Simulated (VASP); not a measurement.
Runs of VASP 6.6.1 on SnO2. The structure is that of space group P6_3/mmc (No. 194), or close to it. The cells are those of the table. 

```csv
task,cell,k mesh,cutoff (eV),smearing,gap on the mesh (eV),pressure (GPa),relaxed volume (Å³/atom),largest force (eV/Å)
single point,"a = 3.176, b = 3.176, c = 10.687 Å, angles 90.0, 90.0, 120.0°, 6 atoms",6 × 6 × 2,520,gaussian 0.1 eV,2.34,0.6,-,0.12
relaxation of cell and atoms,"relaxed from a = 3.231, b = 3.231, c = 10.791 Å, angles 90.0, 90.0, 120.0°, 6 atoms",6 × 6 × 2,600,gaussian 0.1 eV,(b),-0.1,15.54,0.01
single point,"a = 3.170, b = 3.170, c = 10.414 Å, angles 90.0, 90.0, 120.0°, 6 atoms",12 × 12 × 2,520,gaussian 0.05 eV,2.26,0.8,-,0.07
relaxation of cell and atoms,"relaxed from a = 3.176, b = 3.176, c = 10.687 Å, angles 90.0, 90.0, 120.0°, 6 atoms",12 × 12 × 4,600,gaussian 0.02 eV,(a),0.0,14.82,-
single point,"a = 3.170, b = 3.170, c = 10.414 Å, angles 90.0, 90.0, 120.0°, 6 atoms",12 × 12 × 4,520,gaussian 0.02 eV,2.26,0.8,-,0.07
```

Alike in all rows: level LDA; potentials or basis VASP PAW LDA potentials, release 64 (Sn_d, O); no spin polarisation.

Question: Fill in the values left out.

Answer: (a) 2.13; (b) 2.33.

Caveats: spin-orbit coupling is left out, which moves the levels of the heavy elements; the relaxation stopped at a loose force limit of 0.05 eV/Å, so its end isn't a converged minimum (some runs).

A k mesh can miss the band edges, and the runs leave out spin-orbit coupling on Sn.
